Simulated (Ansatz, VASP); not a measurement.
# One calculation of H, two programs

Contents of INCAR:

```
  PREC = Accurate
  ENCUT = 520
  EDIFF = 1E-6
  ISMEAR = 0
  SIGMA = 0.05
  LREAL = False
  LASPH = True
  NELM = 60
  ALGO = Normal
  ISIF = 2
  LWAVE = False
  LCHARG = False
  GGA = PE
  IVDW = 12
  NBANDS = 6
```

KPOINTS

```
Automatic mesh
0
Gamma
  10 10 26
```

POSCAR

```
H
1.0
    2.7821206758      0.0000000000      0.0000000000
    0.0000000000      2.7821206758      0.0000000000
    0.0000000000      0.0000000000      1.0050052430
H
1
Direct
    0.0000000000      0.0000000000      0.5000000000
```

Input for Ansatz:

```yaml
crystal:
  lattice:
    - [2.7821206758, 0.0, 0.0]
    - [0.0, 2.7821206758, 0.0]
    - [0.0, 0.0, 1.005005243]
  atoms:
    - { symbol: H, position: [0.0, 0.0, 0.5] }
basis:
  ecutwfc: 420
kpoints:
  mp_grid: { grid: [10, 10, 26] }
hamiltonian:
  xc: pbe
  dispersion: d3bj
scf:
  occupations: { method: gaussian, width: 0.05 }
output:
  forces: true
  stress: true
  eigenvalues: true
```

Change from the starting cell: strain +0.050 along x and y, +0.025 along z, atoms carried along.

Alike in both runs: task single point; functional PBE; dispersion D3(BJ); k mesh 10 × 10 × 26; occupations gaussian, width 0.05 eV; no spin polarisation.

|  | VASP | Ansatz |
| --- | --- | --- |
| version | VASP 6.6.1 | Ansatz 0.2.0 |
| potentials or method | VASP PAW PBE potentials, release 64 (H), cutoff 520 eV | scalar-relativistic, plane waves, PAW |
| valence electrons in the cell | 1 | 1 |

|  | VASP | Ansatz | Ansatz less VASP |
| --- | --- | --- | --- |
| pressure (GPa) | -2.2 | -2.0 | +0.26 |
| traceless stress, the component that is largest in VASP (GPa) | -3.95 | -3.92 | +0.025 |
